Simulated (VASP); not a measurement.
Set up this calculation in VASP 6.6.1, as the native input.

| Quantity | Value |
| --- | --- |
| Task | single point |
| Functional | PBEsol |
| Potentials or basis | VASP PAW PBE potentials, release 64 (In_d) |
| Cutoff | 520 eV |
| k mesh | 11 × 11 × 11 |
| Occupations | fermi-dirac, width 0.05 eV |
| Spin | no spin polarisation |
| Dipole correction | no |
| Further INCAR settings | ALGO = Normal; EDIFF = 1e-06; NBANDS = 12 |

The structure of In lies in POSCAR:

```
In
1.0
   -1.6746477965      1.6746477965      2.1809397576
    1.6746477965     -1.6746477965      2.1809397576
    1.6746477965      1.6746477965     -2.1809397576
In
1
Direct
    0.0000000000      0.0000000000      0.0000000000
```

One way to write it, as run:

INCAR

```
SYSTEM = In
PREC = Accurate
ENCUT = 520
EDIFF = 1E-6
ISMEAR = -1
SIGMA = 0.05
LREAL = .FALSE.
LASPH = .TRUE.
NELM = 100
ALGO = Normal
ISIF = 2
LWAVE = .FALSE.
LCHARG = .FALSE.
GGA = PS
NBANDS = 12
```

KPOINTS

```
regular mesh
0
G
  11 11 11
  0 0 0
```

Potentials or basis: VASP PAW PBE potentials, release 64 (In_d).

Launch:

```bash
$ cat potpaw_PBE.64/In_d/POTCAR > POTCAR
$ mpirun -np 1 vasp_std > vasp.out
```

Results of the run:

- Pressure: 2.0 GPa

Caveat: the PAW data sets were made with another functional, which shifts forces and pressure a little.

It took 12 s on 1 thread of Intel(R) Xeon(R) Platinum 8488C (Sapphire Rapids), with other jobs on the host, peak memory 0.16 GiB.
